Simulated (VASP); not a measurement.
GaAs:

```
Ga As
1.0
     0.00000    2.82685    2.82685
     2.82685    0.00000    2.82685
     2.82685    2.82685    0.00000
Ga As
1 1
Direct
  0.00000 0.00000 0.00000
  0.75000 0.75000 0.75000
```

Base run:

| Property | Result |
| --- | --- |
| Program | VASP 6.6.1 |
| Functional | revPBE |
| Potentials or basis | VASP PAW PBE potentials, release 64 (Ga_d, As) |
| Cutoff | 520 eV |
| k mesh | 8 × 8 × 8 |
| Occupations | gaussian, width 0.05 eV |
| Spin | no spin polarisation |

Its results: band gap on the k mesh 0.61 eV, direct; pressure 4.9 GPa.

The run is repeated on the same cell with these changes: functional from revPBE to r2SCAN; dispersion from none to D4. What comes out?

Band gap on the k mesh 1.00 eV, direct; pressure -0.3 GPa.

Several settings changed at once, so the effect can't be laid on one alone.

Caveats: the PAW data sets were made with another functional, which shifts forces and pressure a little.

A k mesh can miss the band edges.
